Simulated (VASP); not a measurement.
Wanted: the native input for a VASP 6.6.1 run.

* Task: single point
* Functional: r2SCAN
* Potentials or basis: VASP PAW PBE potentials, release 64 (As, Ga_d)
* Cutoff: 520 eV
* k mesh: 8 × 8 × 8
* Occupations: fermi-dirac, width 0.05 eV
* Spin: no spin polarisation
* Dipole correction: no
* Further INCAR settings: ALGO = Normal; EDIFF = 1e-06; NBANDS = 16

The system is GaAs.

```
CELL_PARAMETERS angstrom
0.00000 2.80788 2.80788
2.80788 0.00000 2.80788
2.80788 2.80788 0.00000
ATOMIC_POSITIONS crystal
As 0.75000 0.75000 0.75000
Ga 0.00000 0.00000 0.00000
```

One way to write it, as run:

POSCAR

```
GaAs
1.0
    0.0000000000      2.8078772807      2.8078772807
    2.8078772807      0.0000000000      2.8078772807
    2.8078772807      2.8078772807      0.0000000000
As Ga
1 1
Direct
    0.7500000000      0.7500000000      0.7500000000
    0.0000000000      0.0000000000      0.0000000000
```

INCAR.step1

```
SYSTEM = GaAs
PREC     = Accurate       ! precision mode
ENCUT    = 520            ! plane-wave cutoff, eV
ISMEAR   = -1             ! smearing method
SIGMA    = 0.05           ! smearing width, eV
LREAL    = .False.        ! projectors in reciprocal space
LASPH    = .True.         ! aspherical terms in the spheres
NELM     = 80             ! most SCF steps
NBANDS   = 16             ! bands
GGA      = PE             ! functional
ALGO     = Normal         ! electronic algorithm
EDIFF    = 1E-4           ! SCF threshold, eV
LWAVE    = .True.         ! write WAVECAR
LCHARG   = .False.        ! write CHGCAR
```

INCAR.step2

```
SYSTEM = GaAs
PREC     = Accurate       ! precision mode
ENCUT    = 520            ! plane-wave cutoff, eV
EDIFF    = 1E-6           ! SCF threshold, eV
ISMEAR   = -1             ! smearing method
SIGMA    = 0.05           ! smearing width, eV
LREAL    = .False.        ! projectors in reciprocal space
LASPH    = .True.         ! aspherical terms in the spheres
NELM     = 80             ! most SCF steps
ALGO     = Normal         ! electronic algorithm
ISIF     = 2              ! what is computed and relaxed
LWAVE    = .False.        ! write WAVECAR
LCHARG   = .False.        ! write CHGCAR
METAGGA  = R2SCAN         ! meta-GGA
LMIXTAU  = .True.       
NBANDS   = 16             ! bands
ISTART   = 1
```

KPOINTS

```
Automatic mesh
0
Gamma
  8 8 8
  0 0 0
```

Potentials or basis: VASP PAW PBE potentials, release 64 (As, Ga_d).

Command:

```sh
$ cat potpaw_PBE.64/As/POTCAR potpaw_PBE.64/Ga_d/POTCAR > POTCAR
$ cp INCAR.step1 INCAR
$ mpirun -np 1 vasp_std > vasp.out
$ cp INCAR.step2 INCAR
$ mpirun -np 1 vasp_std > vasp.out
```

Results of the run:

The pressure is 2.2 GPa and the band gap on the k mesh is 1.16 eV, direct.

Caveat: the PAW data sets were made with another functional, which shifts forces and pressure a little.

Run time: 68 s on 1 thread of Intel Xeon 6975P-C, with other jobs on the host, peak memory 0.18 GiB.
